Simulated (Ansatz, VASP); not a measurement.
# One calculation of Al2Cu, two programs

```xyz
6
Lattice="-2.9665 2.9665 2.3414 2.9665 -2.9665 2.3414 2.9665 2.9665 -2.3414" Properties=species:S:1:pos:R:3 pbc="T T T"
Al    3.9118    0.9453    0.0000
Al    2.0213    0.9453    2.3414
Al   -0.9453    2.0213    2.3414
Al    0.9453    2.0213    0.0000
Cu    0.0000    0.0000    3.5121
Cu    0.0000    0.0000    1.1707
```

Alike in both runs: task single point; functional PBEsol; k mesh 10 × 10 × 10; occupations gaussian, width 0.15 eV; no spin polarisation.

```csv
,VASP,Ansatz
version,VASP 6.6.1,Ansatz 0.2.0
potentials or method,"VASP PAW PBE potentials, release 64 (Al, Cu), cutoff 520 eV","scalar-relativistic, plane waves, PAW"
valence electrons in the cell,34,50
```

```tsv
	VASP	Ansatz	Ansatz less VASP
gap on the k mesh at the Fermi level (eV)	none	none	-
pressure (GPa)	6.4	6.3	-0.15
traceless stress, the component that is largest in VASP (GPa)	2.25	2.22	-0.033
rms of the force components (eV/Å)	0.052	0.051	-0.0009
```

VASP's potentials were made for PBE, not for PBEsol, and Ansatz warns of the same on its side. Atom by atom the forces differ by 0.001 eV/Å (rms over components). A gap of «none» marks a metal or a gap that the smearing closes. VASP's potentials hold 34 valence electrons a cell and Ansatz's 50, so a difference there can come from the potentials and not from the codes.
